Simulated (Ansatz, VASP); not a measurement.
# As: VASP beside Ansatz

The input INCAR:

```
SYSTEM = As
PREC = Accurate
ENCUT = 600
EDIFF = 1E-6
ISMEAR = -1
SIGMA = 0.05
LREAL = .FALSE.
LASPH = .TRUE.
NELM = 120
ALGO = Normal
ISIF = 2
LWAVE = .FALSE.
LCHARG = .FALSE.
NBANDS = 22
GGA_COMPAT = .FALSE.
```

The input KPOINTS:

```
Automatic mesh
0
G
  9 9 9
  0 0 0
```

POSCAR

```
As
1.0
    1.8424025153      1.0637115881      3.4423263150
   -1.8424025153      1.0637115881      3.4423263150
    0.0000000000     -2.1274231763      3.4423263150
As
2
Direct
    0.2260000000      0.2260000000      0.2260000000
    0.7740000000      0.7740000000      0.7740000000
```

Contents of input.yaml:

```yaml
crystal:
  lattice:
    - [1.8424025153, 1.0637115881, 3.442326315]
    - [-1.8424025153, 1.0637115881, 3.442326315]
    - [0.0, -2.1274231763, 3.442326315]
  atoms:
    - { symbol: As, position: [0.226, 0.226, 0.226] }
    - { symbol: As, position: [0.774, 0.774, 0.774] }
hamiltonian:
  xc: lda
  pseudopotentials: { kind: paw }
kpoints:
  mp_grid: { grid: [9, 9, 9] }
scf:
  occupations: { method: fermi_dirac, width: 0.05 }
output:
  forces: true
  stress: true
  eigenvalues: true
```

Alike in both runs: task single point; functional LDA; k mesh 9 × 9 × 9; occupations fermi-dirac, width 0.05 eV; no spin polarisation.

|  | VASP | Ansatz |
| --- | --- | --- |
| version | VASP 6.6.1 | Ansatz 0.2.0 |
| potentials or method | VASP PAW LDA potentials, release 64 (As_d) | Ansatz PAW |
| plane-wave cutoff (eV) | 600 | 420 |
| valence electrons in the cell | 30 | 30 |

|  | VASP | Ansatz | Ansatz less VASP |
| --- | --- | --- | --- |
| gap on the k mesh at the Fermi level (eV) | none | none | - |
| pressure (GPa) | 4.0 | 3.9 | -0.08 |
| traceless stress, the component that is largest in VASP (GPa) | -1.70 | -1.61 | +0.087 |
| rms of the force components (eV/Å) | 0.426 | 0.403 | -0.0233 |

LDA's correlation is that of Perdew and Zunger in VASP and of Perdew and Wang (1992) in Ansatz. Atom by atom the forces differ by 0.023 eV/Å (rms over components). A gap of «none» marks a metal or a gap that the smearing closes.
